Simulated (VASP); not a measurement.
Runs of VASP 6.6.1 on Li2Se. It takes space group Fm-3m (No. 225, cubic). The conventional cell has a = 5.987 Å, b = 5.987 Å, c = 5.987 Å, α = 90.00°, β = 90.00°, γ = 90.00°. Within 3.4 Å of Li (site symmetry -43m) lie 4 Se at 2.59 Å and 6 Li at 2.99 Å. Se (site symmetry m-3m) has 8 Li at 2.59 Å within 3.4 Å. 

| level | k mesh | cutoff (eV) | grid for exact exchange (PRECFOCK) | screening parameter | gap on the mesh (eV) | pressure (GPa) |
| --- | --- | --- | --- | --- | --- | --- |
| r2SCAN | 6 × 6 × 6 | 830 | - | - | 3.46 | -0.2 |
| HSE06 | 6 × 6 × 6 | 650 | Normal | 0.2079 1/Å | 3.83 | (a) |
| PBE | 6 × 6 × 6 | 750 | - | - | 2.97 | 0.3 |
| PBE | 8 × 8 × 8 | 750 | - | - | 2.97 | 0.3 |

Alike in all rows: task single point; potentials or basis VASP PAW PBE potentials, release 64 (Li_sv, Se); no spin polarisation; cell as given; smearing gaussian 0.01 eV.

Problem. Estimate the missing entries.

Solution. (a) -0.5.

Caveats: the PAW data sets were made with another functional, which shifts forces and pressure a little (some runs).

A k mesh can miss the band edges, and the runs leave out spin-orbit coupling on Se.
